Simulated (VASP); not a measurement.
# Mg (P6_3/mmc) in VASP: notebook

The runs below take Mg through single point, relaxation of volume and atoms at fixed shape, with PBE.

Everything below comes from runs of VASP 6.6.1. Logs are shortened: lines on timing, memory, paths and dates and some standing lists are left out, and cuts for length are marked.

### Step 1. The cell of the first run

Symmetry: P6_3/mmc, No. 194, hexagonal system. The conventional cell has a = 3.195 Å, b = 3.195 Å, c = 5.187 Å, α = 90.00°, β = 90.00°, γ = 120.00°. Within 4.2 Å of Mg (site symmetry -6m2) lie 12 Mg at 3.18 to 3.19 Å.

### Step 2. Single point, PBE

Input file INCAR:

```
SYSTEM = Mg
PREC = Accurate ; ENCUT = 600
EDIFF = 1E-6 ; ISMEAR = -1
SIGMA = 0.02 ; LREAL = .FALSE.
LASPH = .TRUE. ; NELM = 120
ALGO = Normal ; ISIF = 2
LWAVE = .FALSE. ; LCHARG = .FALSE.
GGA = PE ; NBANDS = 9
GGA_COMPAT = .FALSE.
```

Input file KPOINTS:

```
Automatic mesh
0
G
  15 15 8
  0 0 0
```

Input file POSCAR:

```
Mg
1.0
    3.1947914202      0.0000000000      0.0000000000
   -1.5973957101      2.7667705297      0.0000000000
    0.0000000000      0.0000000000      5.1867456206
Mg
2
Direct
    0.3333333333      0.6666666667      0.2500000000
    0.6666666667      0.3333333333      0.7500000000
```

Potentials or basis: VASP PAW PBE potentials, release 64 (Mg).

Run with:

```
$ cat potpaw_PBE.64/Mg/POTCAR > POTCAR
$ mpirun -np 1 vasp_std > vasp.out
```

OUTCAR:

```text
SYSTEM = Mg
   PREC = Accurate
   ENCUT = 600
   EDIFF = 1E-6
   ISMEAR = -1
   LREAL = .FALSE.
   LASPH = .TRUE.
   NELM = 120
   ISIF = 2
   GGA = PE

 ion  position               nearest neighbor table
   1  0.333  0.667  0.250-   2 3.18   2 3.18   2 3.18   2 3.18   2 3.18   2 3.18
   2  0.667  0.333  0.750-   1 3.18   1 3.18   1 3.18   1 3.18   1 3.18   1 3.18

  LATTYP: Found a hexagonal cell.
 ALAT       =     3.1947914202
 C/A-ratio  =     1.6235005477

  Lattice vectors:

 A1 = (   3.1947914202,   0.0000000000,   0.0000000000)
 A2 = (  -1.5973957101,   2.7667705297,   0.0000000000)
 A3 = (   0.0000000000,   0.0000000000,   5.1867456206)

Analysis of symmetry for initial positions (statically):
=====================================================================
 Subroutine PRICEL returns:
 Original cell was already a primitive cell.

 Routine SETGRP: Setting up the symmetry group for a
 hexagonal supercell.

 Subroutine GETGRP returns: Found 24 space group operations
 (whereof 12 operations were pure point group operations)
 out of a pool of 24 trial point group operations.

The static configuration has the point symmetry D_3d.
 The point group associated with its full space group is D_6h.

Analysis of symmetry for dynamics (positions and initial velocities):
=====================================================================
 Subroutine PRICEL returns:
 Original cell was already a primitive cell.

 Routine SETGRP: Setting up the symmetry group for a
 hexagonal supercell.

 Subroutine GETGRP returns: Found 24 space group operations
 (whereof 12 operations were pure point group operations)
 out of a pool of 24 trial point group operations.

The dynamic configuration has the point symmetry D_3d.
 The point group associated with its full space group is D_6h.

 Subroutine INISYM returns: Found 24 space group operations
 (whereof 12 operations are pure point group operations),
 and found     1 'primitive' translations

----------------------------------------------------------------------------------------

                                     Primitive cell

  volume of cell :      45.8470

  direct lattice vectors                    reciprocal lattice vectors
     3.194791420  0.000000000  0.000000000     0.313009480  0.180716107  0.000000000
    -1.597395710  2.766770530  0.000000000     0.000000000  0.361432215  0.000000000
     0.000000000  0.000000000  5.186745621     0.000000000  0.000000000  0.192799122

  length of vectors
     3.194791420  3.194791420  5.186745621     0.361432215  0.361432215  0.192799122

  position of ions in fractional coordinates (direct lattice)
     0.333333333  0.666666667  0.250000000
     0.666666667  0.333333333  0.750000000

  ion indices of the primitive-cell ions
   primitive index   ion index
                 1           1
                 2           2

----------------------------------------------------------------------------------------

 KPOINTS: Automatic mesh

Automatic generation of k-mesh.
 Grid dimensions read from file:
 generate k-points for:   15   15    8

 Generating k-lattice:

  Cartesian coordinates                     Fractional coordinates (reciprocal lattice)
     0.020867299  0.012047740  0.000000000     0.066666667  0.000000000  0.000000000
     0.000000000  0.024095481  0.000000000     0.000000000  0.066666667  0.000000000
     0.000000000  0.000000000  0.024099890     0.000000000  0.000000000  0.125000000

  Length of vectors
     0.024095481  0.024095481  0.024099890

  Shift w.r.t. Gamma in fractional coordinates (k-lattice)
     0.000000000  0.000000000  0.000000000

 Subroutine IBZKPT returns following result:
 ===========================================

 Found    135 irreducible k-points:

 Following reciprocal coordinates:
            Coordinates               Weight
  0.000000  0.000000  0.000000      1.000000
  0.066667  0.000000  0.000000      6.000000
  0.133333 -0.000000  0.000000      6.000000
  0.200000  0.000000  0.000000      6.000000
  0.266667 -0.000000  0.000000      6.000000
  0.333333  0.000000  0.000000      6.000000
[... 16 lines left out ...]
  0.333333  0.200000  0.000000     12.000000
  0.400000  0.200000  0.000000      6.000000
 [... further k-points ...]
   k-points           NKPTS =    135   k-points in BZ     NKDIM =    135   number of bands    NBANDS=      9
   number of dos      NEDOS =    301   number of ions     NIONS =      2
   total plane-waves  NPLWV =  32928
   dimension x,y,z NGX =    28 NGY =   28 NGZ =   42
   dimension x,y,z NGXF=    56 NGYF=   56 NGZF=   84
   ions per type =               2
   NGX,Y,Z   is equivalent  to a cutoff of  14.57, 14.57, 13.46 a.u.
   NGXF,Y,Z  is equivalent  to a cutoff of  29.14, 29.14, 26.92 a.u.
 SYSTEM =  Mg
   PREC   = accura    normal or accurate (medium, high low for compatibility)
   ISTART =      0    job   : 0-new  1-cont  2-samecut
   ICHARG =      2    charge: 1-file 2-atom 10-const
   ISPIN  =      1    spin polarized calculation?
   LNONCOLLINEAR =      F non collinear calculations
   LSORBIT =      F    spin-orbit coupling
   LASPH  =      T    aspherical Exc in radial PAW
   ENCUT  =  600.0 eV  44.10 Ry    6.64 a.u.   6.38  6.38 10.36*2*pi/ulx,y,z
   NELM   =    120;   NELMIN=  2; NELMDL= -5     # of ELM steps
   EDIFF  = 0.1E-05   stopping-criterion for ELM
   LREAL  =      F    real-space projection
   EDIFFG = 0.1E-04   stopping-criterion for IOM
   NSW    =      0    number of steps for IOM
   IBRION =     -1    ionic relax: 0-MD 1-quasi-New 2-CG
   NFREE  =      0    steps in history (QN), initial steepest desc. (CG)
   ISIF   =      2    stress and relaxation
   ISYM   =      2    0-nonsym 1-usesym 2-fastsym
   POTIM  = 0.5000    time-step for ionic-motion
   TEBEG  =    0.0;   TEEND  =   0.0 temperature during run
   PSTRESS=    0.0 pullay stress
   NELECT =       4.0000    total number of electrons
   NUPDOWN=      -1.0000    fix difference up-down
   EMIN   =  10.00;   EMAX   =-10.00  energy-range for DOS
   EFERMI =   0.00;   METHOD = LEGACY
   ISMEAR =    -1;   SIGMA  =   0.02  broadening in eV -4-tet -1-fermi 0-gaus
   EFERMI_NEDOS =   21; number of points for ismear=-14 and -15
   IALGO  =     38    algorithm
   IMIX   =      4    mixing-type and parameters
     AMIX     =   0.40;   BMIX     =  1.00
     AMIX_MAG =   1.60;   BMIX_MAG =  1.00
  volume/ion in A,a.u.               =      22.92       154.70
  Fermi-wavevector in a.u.,A,eV,Ry     =   0.726091  1.372114  7.173110  0.527209
  Thomas-Fermi vector in A             =   1.816977
   LORBIT       =      0    0 simple, 1 ext, 2 COOP (PROOUT), +10 PAW based schemes
   GGA     = PE    functional components
   LHFCALC =     F    Hartree Fock is set to
   AEXX    =    0.0000 exact exchange contribution
   IVDW    =     0    specifies the selected vdW correction
   LEPSILON=     F    determine dielectric tensor
   LRPA    =     F    only Hartree local field effects (RPA)
 non-spin polarized calculation
  energy-cutoff  :      600.00
  volume of cell :       45.85
 maximum number of plane-waves:      1550
 NGX is ok and might be reduce to    28
   NGX = 13   NGY = 13   NGZ = 21

 number of electron       4.0000000 magnetization

 Free energy of the ion-electron system (eV)
  ---------------------------------------------------
  ext. energy  EPLUGINS =         0.00000000
  ---------------------------------------------------
  free energy    TOTEN  =        -3.01216734 eV

  energy without entropy =       -3.01070148  energy(sigma->0) =       -3.01143441

 E-fermi :   2.6490     XC(G=0):  -8.4957

 val. band max:        2.6456151429   @ k =   0.3333   0.3333   0.3750
 cond. band min:       2.6493938738   @ k =   0.2667   0.2667   0.2500
 fundamental gap:      0.0037787309
 Fermi energy:         2.6489952980

 k-point     1 :       0.0000    0.0000    0.0000
  band No.  band energies     occupation
      1      -4.2969      2.00000
      2       0.9553      2.00000
      3       1.3994      2.00000
      4      13.5880      0.00000
      5      13.5880      0.00000
      6      13.7052      0.00000
      7      13.7052      0.00000
      8      14.4800      0.00000
      9      16.0785      0.00000

 k-point     2 :       0.0667    0.0000    0.0000
  band No.  band energies     occupation
      1      -4.2093      2.00000
      2       1.0353      2.00000
      3       1.4846      2.00000
      4      11.8253      0.00000
      5      12.6209      0.00000
      6      13.4153      0.00000
      7      14.7947      0.00000
      8      15.2489      0.00000
      9      16.4780      0.00000

 k-point     3 :       0.1333   -0.0000    0.0000
  band No.  band energies     occupation
      1      -3.9470      2.00000
      2       1.2755      2.00000
      3       1.7383      2.00000
      4       9.7797      0.00000
      5      11.7407      0.00000
      6      12.4724      0.00000
      7      14.5041      0.00000
      8      15.0328      0.00000
      9      15.8788      0.00000

 k-point     4 :       0.2000    0.0000    0.0000
  band No.  band energies     occupation
      1      -3.5114      2.00000
      2       1.6759      2.00000
      3       2.1529      2.00000
      4       7.8225      0.00000
      5      11.0071      0.00000
      6      11.4621      0.00000
      7      12.5488      0.00000
      8      13.7619      0.00000
      9      15.5529      0.00000

 k-point     5 :       0.2667   -0.0000    0.0000
  band No.  band energies     occupation
      1      -2.9050      2.00000
      2       2.2371      2.00000
      3       2.7052      0.11345
      4       6.0161      0.00000
      5      10.3801      0.00000
      6      10.4211      0.00000
      7      10.7126      0.00000
      8      12.5789      0.00000
      9      14.8968      0.00000

 k-point     6 :       0.3333    0.0000    0.0000
  band No.  band energies     occupation
      1      -2.1309      2.00000
      2       2.9591      0.00000
      3       3.2226      0.00000
      4       4.5389      0.00000
      5       9.0232      0.00000
      6       9.1875      0.00000
      7       9.9824      0.00000
      8      11.7256      0.00000
      9      14.3983      0.00000
[... 169 lines left out ...]
 k-point    21 :       0.2000    0.2000    0.0000
  band No.  band energies     occupation
      1      -1.9598      2.00000
      2       3.1197      0.00000
      3       3.4779      0.00000
      4       5.4479      0.00000
      5       6.0105      0.00000
      6      10.0973      0.00000
      7      10.7530      0.00000
      8      10.8897      0.00000
      9      11.7881      0.00000

 k-point    22 :       0.2667    0.2000    0.0000
  band No.  band energies     occupation
      1      -1.1090      2.00000
      2       3.5612      0.00000
      3       3.9221      0.00000
      4       4.5017      0.00000
      5       5.6409      0.00000
      6       8.7346      0.00000
      7       9.6963      0.00000
      8      10.0949      0.00000
      9      11.1568      0.00000

 k-point    23 :       0.3333    0.2000    0.0000
  band No.  band energies     occupation
      1      -0.0993      2.00000
      2       2.3464      2.00000
      3       4.5546      0.00000
      4       4.8813      0.00000
      5       5.9572      0.00000
      6       7.3215      0.00000
      7       8.4776      0.00000
      8       9.8150      0.00000
      9      10.8743      0.00000

 k-point    24 :       0.4000    0.2000    0.0000
  band No.  band energies     occupation
      1       1.0487      2.00000
      2       1.0721      2.00000
      3       4.5666      0.00000
      4       5.8344      0.00000
      5       6.2118      0.00000
      6       6.4130      0.00000
      7       7.7767      0.00000
      8       9.7265      0.00000
      9      10.7863      0.00000

 [... further k-points ...]

------------------------ aborting loop because EDIFF is reached ----------------------------------------

  FORCE on cell =-STRESS in cart. coord.  units (eV):
  Direction    XX          YY          ZZ          XY          YZ          ZX
  --------------------------------------------------------------------------------------
  -------------------------------------------------------------------------------------
  Total        0.0423925      0.0423925     -0.1916427      0.0000000      0.0000000      0.0000000
  in kB        1.4814582      1.4814582     -6.6971853      0.0000000      0.0000000      0.0000000
  external PRESSURE =      -1.2447563 kB  Pullay stress =       0.0000000 kB

 VOLUME and BASIS-vectors are now :
 -----------------------------------------------------------------------------
  energy-cutoff  :      600.00
  volume of cell :       45.85
      direct lattice vectors                 reciprocal lattice vectors
     3.194791420  0.000000000  0.000000000     0.313009480  0.180716107  0.000000000
    -1.597395710  2.766770530  0.000000000     0.000000000  0.361432215  0.000000000
     0.000000000  0.000000000  5.186745621     0.000000000  0.000000000  0.192799122

 POSITION                                       TOTAL-FORCE (eV/Angst)
 -----------------------------------------------------------------------------------
     -0.00000      1.84451      1.29669         0.000000     -0.000000      0.000000
      1.59740      0.92226      3.89006        -0.000000      0.000000      0.000000
 -----------------------------------------------------------------------------------
    total drift:                                0.000000     -0.000000      0.000000

  FREE ENERGIE OF THE ION-ELECTRON SYSTEM (eV)
  ---------------------------------------------------
  free  energy   TOTEN  =        -3.0121673393 eV

  energy  without entropy=       -3.0107014815  energy(sigma->0) =       -3.01143441
```

Wall time 20 s (1 thread of AMD EPYC 9R45 (Zen 5), shared host); peak memory 0.19 GiB.

Results:

```
Free energy            : -3.0122 eV
Pressure               : -0.1 GPa
Band gap on the k mesh : zero (bands 2 and 3 overlap by 2.16 eV)
```

Stress tensor (GPa, compression positive):
```
 0.15  0.00  0.00
 0.00  0.15  0.00
 0.00  0.00 -0.67
```

Levels at points of the mesh, in eV from the Fermi level:
| k point | band 1 | band 2 | band 3 | band 4 | band 5 | band 6 |
| --- | --- | --- | --- | --- | --- | --- |
| (0.00, 0.00, 0.00) | -6.95 | -1.69 | -1.25 | 10.94 | 10.94 | 11.06 |
| (0.00, 0.00, 0.50) | -5.55 | -5.55 | 5.03 | 5.03 | 11.69 | 11.69 |

### Step 3. Relaxation of volume and atoms at fixed shape, PBE

This run uses another cell than the first one, of 23.24 Å³/atom.

Input file INCAR:

```
PREC = Accurate ; ENCUT = 600
EDIFF = 1E-7 ; ISMEAR = -1
SIGMA = 0.02 ; LREAL = F
LASPH = T ; NELM = 120
ALGO = Normal ; ISIF = 8
LWAVE = F ; LCHARG = F
GGA = PE ; IBRION = 2
NSW = 50 ; EDIFFG = -0.02
GGA_COMPAT = F ; NELMIN = 4
```

Input file KPOINTS:

```
regular mesh
0
Gamma
  15 15 8
```

Input file POSCAR:

```
Mg
1.0
    3.2093000000      0.0000000000      0.0000000000
   -1.6046500000      2.7793350000      0.0000000000
    0.0000000000      0.0000000000      5.2103000000
Mg
2
Direct
    0.3333333333      0.6666666667      0.2500000000
    0.6666666667      0.3333333333      0.7500000000
```

Potentials or basis: VASP PAW PBE potentials, release 64 (Mg).

Run with:

```
$ cat potpaw_PBE.64/Mg/POTCAR > POTCAR
$ mpirun -np 1 vasp_std > vasp.out
```

Wall time 31 s (1 thread of AMD EPYC 9R45 (Zen 5), shared host); peak memory 0.19 GiB.

It converged, with:

```yaml
Free_energy: -3.0122 eV
Relaxed_volume: 22.85 Å³/atom
Relaxed_cell: a = 3.191 Å, b = 3.191 Å, c = 5.181 Å, α = 90.00°, β = 90.00°, γ = 120.00°
Space_group_after_relaxing_to_0.1_Å: P6_3/mmc (No. 194)
Energy_gained_by_relaxing: 0.7 meV/atom
Ionic_steps: 3
Pressure_after_relaxing: 0.0 GPa
Band_gap_on_the_k_mesh: zero (bands 2 and 3 overlap by 2.16 eV)
```

Stress tensor (GPa, compression positive):
```
 0.27  0.00  0.00
 0.00  0.27  0.00
 0.00  0.00 -0.55
```

Step by step:
| step | energy change (eV) | largest force (eV/Å) | pressure (GPa) | volume (Å³) |
| --- | --- | --- | --- | --- |
| 1 | 0.0000 | 0.0000 | -0.60 | 46.47 |
| 2 | -0.0014 | 0.0000 | -0.16 | 45.89 |
| 3 | -0.0015 | 0.0000 | -0.01 | 45.70 |

Final structure:
```yaml
crystal:
  lattice:
    - [3.19129, 0.00000, 0.00000]
    - [-1.59565, 2.76374, 0.00000]
    - [0.00000, 0.00000, 5.18107]
  atoms:
    - { symbol: Mg, position: [0.33333, 0.66667, 0.25000] }
    - { symbol: Mg, position: [0.66667, 0.33333, 0.75000] }
```

Levels at points of the mesh, in eV from the Fermi level:
| k point | band 1 | band 2 | band 3 | band 4 | band 5 | band 6 |
| --- | --- | --- | --- | --- | --- | --- |
| (0.00, 0.00, 0.00) | -6.96 | -1.70 | -1.25 | 10.96 | 10.96 | 11.08 |
| (0.00, 0.00, 0.50) | -5.56 | -5.56 | 5.04 | 5.04 | 11.71 | 11.71 |
